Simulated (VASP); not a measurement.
# PtS2 in VASP: further runs, part 3 of 4

VASP 6.6.1.

### 5 Single point, PBE+D3(BJ)

Input file INCAR:

```
SYSTEM = PtS2
PREC     = Accurate       ! precision mode
ENCUT    = 520            ! plane-wave cutoff, eV
EDIFF    = 1E-6           ! SCF threshold, eV
ISMEAR   = 0              ! smearing method
SIGMA    = 0.02           ! smearing width, eV
LREAL    = .False.        ! projectors in reciprocal space
LASPH    = .True.         ! aspherical terms in the spheres
NELM     = 100            ! most SCF steps
ALGO     = Normal         ! electronic algorithm
ISIF     = 2              ! what is computed and relaxed
LWAVE    = .False.        ! write WAVECAR
LCHARG   = .False.        ! write CHGCAR
LDIPOL   = .True.       
IDIPOL   = 3            
DIPOL    = 0.5 0.5 0.500
GGA      = PE             ! functional
IVDW     = 12             ! dispersion correction
NBANDS   = 18             ! bands
```

Input file KPOINTS:

```
regular mesh
0
Gamma
  9 9 1
  0 0 0
```

Input file POSCAR:

```
PtS2
1.0
    3.4470000000      0.0000000000      0.0000000000
   -1.7235000000      2.9851895668      0.0000000000
    0.0000000000      0.0000000000     30.8254864268
S Pt
2 1
Direct
    0.6666666667      0.3333333333      0.4576162406
    0.3333333333      0.6666666667      0.5423837594
    0.0000000000      0.0000000000      0.5000000000
```

Potentials or basis: VASP PAW PBE potentials, release 64 (S, Pt).

Command:

```console
> cat potpaw_PBE.64/S/POTCAR potpaw_PBE.64/Pt/POTCAR > POTCAR
> mpirun -np 1 vasp_std > vasp.out
```

OUTCAR:

```text
SYSTEM = PtS2
   PREC = Accurate
   ENCUT = 520
   EDIFF = 1E-6
   ISMEAR = 0
   LREAL = .False.
   LASPH = .True.
   NELM = 100
   ISIF = 2
   GGA = PE
   IVDW = 12
 IVDW          = 12

 ion  position               nearest neighbor table
   1  0.667  0.333  0.458-   3 2.38   3 2.38   3 2.38
   2  0.333  0.667  0.542-   3 2.38   3 2.38   3 2.38
   3  0.000  0.000  0.500-   1 2.38   2 2.38   2 2.38   1 2.38   1 2.38   2 2.38

  LATTYP: Found a hexagonal cell.
 ALAT       =     3.4470000000
 C/A-ratio  =     8.9426998627

  Lattice vectors:

 A1 = (   3.4470000000,   0.0000000000,   0.0000000000)
 A2 = (  -1.7235000000,   2.9851895668,   0.0000000000)
 A3 = (   0.0000000000,   0.0000000000,  30.8254864268)

Analysis of symmetry for initial positions (statically):
=====================================================================
 Subroutine PRICEL returns:
 Original cell was already a primitive cell.

 Routine SETGRP: Setting up the symmetry group for a
 hexagonal supercell.

 Subroutine GETGRP returns: Found 12 space group operations
 (whereof 12 operations were pure point group operations)
 out of a pool of 24 trial point group operations.

The static configuration has the point symmetry D_3d.

Analysis of symmetry for dynamics (positions and initial velocities):
=====================================================================
 Subroutine PRICEL returns:
 Original cell was already a primitive cell.

 Routine SETGRP: Setting up the symmetry group for a
 hexagonal supercell.

 Subroutine GETGRP returns: Found 12 space group operations
 (whereof 12 operations were pure point group operations)
 out of a pool of 24 trial point group operations.

The dynamic configuration has the point symmetry D_3d.

 Subroutine INISYM returns: Found 12 space group operations
 (whereof 12 operations are pure point group operations),
 and found     1 'primitive' translations

----------------------------------------------------------------------------------------

                                     Primitive cell

  volume of cell :     317.1927

  direct lattice vectors                    reciprocal lattice vectors
     3.447000000  0.000000000  0.000000000     0.290107340  0.167493551  0.000000000
    -1.723500000  2.985189567  0.000000000     0.000000000  0.334987101  0.000000000
     0.000000000  0.000000000 30.825486427     0.000000000  0.000000000  0.032440688

  length of vectors
     3.447000000  3.447000000 30.825486427     0.334987101  0.334987101  0.032440688

  position of ions in fractional coordinates (direct lattice)
     0.666666667  0.333333333  0.457616241
     0.333333333  0.666666667  0.542383759
     0.000000000  0.000000000  0.500000000

  ion indices of the primitive-cell ions
   primitive index   ion index
                 1           1
                 2           2
                 3           3

----------------------------------------------------------------------------------------

 KPOINTS: regular mesh

Automatic generation of k-mesh.
 Grid dimensions read from file:
 generate k-points for:    9    9    1

 Generating k-lattice:

  Cartesian coordinates                     Fractional coordinates (reciprocal lattice)
[... 24 lines left out ...]
  0.333333  0.111111  0.000000     12.000000
  0.444444  0.111111  0.000000      6.000000
  0.222222  0.222222  0.000000      6.000000
  0.333333  0.222222  0.000000     12.000000
  0.333333  0.333333  0.000000      2.000000
   k-points           NKPTS =     12   k-points in BZ     NKDIM =     12   number of bands    NBANDS=     18
   number of dos      NEDOS =    301   number of ions     NIONS =      3
   total plane-waves  NPLWV = 188160
   dimension x,y,z NGX =    28 NGY =   28 NGZ =  240
   dimension x,y,z NGXF=    56 NGYF=   56 NGZF=  480
   ions per type =               2   1
   NGX,Y,Z   is equivalent  to a cutoff of  13.50, 13.50, 12.94 a.u.
   NGXF,Y,Z  is equivalent  to a cutoff of  27.01, 27.01, 25.89 a.u.
 SYSTEM =  PtS2
   PREC   = accura    normal or accurate (medium, high low for compatibility)
   ISTART =      0    job   : 0-new  1-cont  2-samecut
   ICHARG =      2    charge: 1-file 2-atom 10-const
   ISPIN  =      1    spin polarized calculation?
   LNONCOLLINEAR =      F non collinear calculations
   LSORBIT =      F    spin-orbit coupling
   LASPH  =      T    aspherical Exc in radial PAW
   ENCUT  =  520.0 eV  38.22 Ry    6.18 a.u.   6.41  6.41 57.31*2*pi/ulx,y,z
   NELM   =    100;   NELMIN=  2; NELMDL= -5     # of ELM steps
   EDIFF  = 0.1E-05   stopping-criterion for ELM
   LREAL  =      F    real-space projection
   EDIFFG = 0.1E-04   stopping-criterion for IOM
   NSW    =      0    number of steps for IOM
   IBRION =     -1    ionic relax: 0-MD 1-quasi-New 2-CG
   NFREE  =      0    steps in history (QN), initial steepest desc. (CG)
   ISIF   =      2    stress and relaxation
   ISYM   =      2    0-nonsym 1-usesym 2-fastsym
   POTIM  = 0.5000    time-step for ionic-motion
   TEBEG  =    0.0;   TEEND  =   0.0 temperature during run
   PSTRESS=    0.0 pullay stress
   NELECT =      22.0000    total number of electrons
   NUPDOWN=      -1.0000    fix difference up-down
   EMIN   =  10.00;   EMAX   =-10.00  energy-range for DOS
   EFERMI =   0.00;   METHOD = LEGACY
   ISMEAR =     0;   SIGMA  =   0.02  broadening in eV -4-tet -1-fermi 0-gaus
   EFERMI_NEDOS =   21; number of points for ismear=-14 and -15
   IALGO  =     38    algorithm
   IMIX   =      4    mixing-type and parameters
     AMIX     =   0.40;   BMIX     =  1.00
     AMIX_MAG =   1.60;   BMIX_MAG =  1.00
  volume/ion in A,a.u.               =     105.73       713.51
  Fermi-wavevector in a.u.,A,eV,Ry     =   0.672628  1.271082  6.155655  0.452428
  Thomas-Fermi vector in A             =   1.748804
   LORBIT       =      0    0 simple, 1 ext, 2 COOP (PROOUT), +10 PAW based schemes
   GGA     = PE    functional components
   LHFCALC =     F    Hartree Fock is set to
   AEXX    =    0.0000 exact exchange contribution
   IVDW    =    12    specifies the selected vdW correction
   LEPSILON=     F    determine dielectric tensor
   LRPA    =     F    only Hartree local field effects (RPA)
 non-spin polarized calculation
 Gauss-broadening in eV      SIGMA  =   0.02
  energy-cutoff  :      520.00
  volume of cell :      317.19
 maximum number of plane-waves:      8605
 NGX is ok and might be reduce to    28
   NGX = 13   NGY = 13   NGZ =115

 number of electron      21.9999999 magnetization

 dipolmoment           0.000000      0.000000     -0.000000 electrons x Angstroem

 Free energy of the ion-electron system (eV)
  ---------------------------------------------------
  ext. energy  EPLUGINS =         0.00000000
  ---------------------------------------------------
  free energy    TOTEN  =       -15.36121290 eV

  energy without entropy =      -15.36121290  energy(sigma->0) =      -15.36121290

 E-fermi :  -4.0193     XC(G=0):  -2.2275

 val. band max:       -4.1689570489   @ k =   0.1111   0.0000   0.0000
 cond. band min:      -2.3833676349   @ k =   0.2222   0.2222   0.0000
 fundamental gap:      1.7855894141
 Fermi energy:        -4.0192687142

 k-point     1 :       0.0000    0.0000    0.0000
  band No.  band energies     occupation
      1     -18.3264      2.00000
      2     -16.2708      2.00000
      3      -9.7602      2.00000
      4      -9.6213      2.00000
      5      -9.6213      2.00000
      6      -7.0985      2.00000
[... 229 lines left out ...]
      5      -9.4845      2.00000
      6      -7.7495      2.00000
[... 10 lines left out ...]
     17       5.4284      0.00000
     18       5.8359      0.00000

------------------------ aborting loop because EDIFF is reached ----------------------------------------

 vacuum level on the upper side and lower side of the slab       (xc-potential included)        -0.030        -0.030

 Edisp (eV)   -0.86582

 E8    (eV) :    -0.3726

  FORCE on cell =-STRESS in cart. coord.  units (eV):
  Direction    XX          YY          ZZ          XY          YZ          ZX
  --------------------------------------------------------------------------------------
  -------------------------------------------------------------------------------------
  Total       1.58424     1.58424    -0.48683    -0.00000     0.00000    -0.00000
  in kB       8.00217     8.00217    -2.45902    -0.00000     0.00000    -0.00000
  external pressure =        4.52 kB  Pullay stress =        0.00 kB

 VOLUME and BASIS-vectors are now :
 -----------------------------------------------------------------------------
  energy-cutoff  :      520.00
  volume of cell :      317.19
      direct lattice vectors                 reciprocal lattice vectors
     3.447000000  0.000000000  0.000000000     0.290107340  0.167493551  0.000000000
    -1.723500000  2.985189567  0.000000000     0.000000000  0.334987101  0.000000000
     0.000000000  0.000000000 30.825486427     0.000000000  0.000000000  0.032440688

 POSITION                                       TOTAL-FORCE (eV/Angst)
 -----------------------------------------------------------------------------------
      1.72350      0.99506     14.10624         0.000000      0.000000      0.174699
     -0.00000      1.99013     16.71924        -0.000000     -0.000000     -0.174699
      0.00000      0.00000     15.41274        -0.000000      0.000000      0.000000
 -----------------------------------------------------------------------------------
    total drift:                               -0.000000     -0.000000      0.000000

  FREE ENERGIE OF THE ION-ELECTRON SYSTEM (eV)
  ---------------------------------------------------
  free  energy   TOTEN  =       -16.2270310964 eV

  energy  without entropy=      -16.2270310964  energy(sigma->0) =      -16.22703110

 vacuum level on the upper side and lower side of the slab         2.092         2.092
```

Wall time 3.8 min (1 thread of Intel Xeon 8259CL, shared host); peak memory 0.47 GiB.

What came out:

```
Free energy                : -16.2270 eV
Largest force              : 0.175 eV/Å
Band gap on the k mesh     : 1.79 eV (least direct gap 1.90 eV)
Dispersion energy per atom : -0.289 eV
```

Forces on the atoms (eV/Å):
```
S    0.000  0.000  0.175
S    0.000  0.000 -0.175
Pt   0.000  0.000  0.000
```

Levels at points of the mesh, in eV from the valence-band top:
```csv
k point,band 8,band 9,band 10,band 11,band 12,band 13,band 14,band 15
"(0.00, 0.00, 0.00)",-1.07,-0.94,-0.07,-0.07,3.27,3.27,5.43,5.79
```

Caveat: spin-orbit coupling is left out, which moves the levels of the heavy elements.

(Continued in part 4 of 4.)
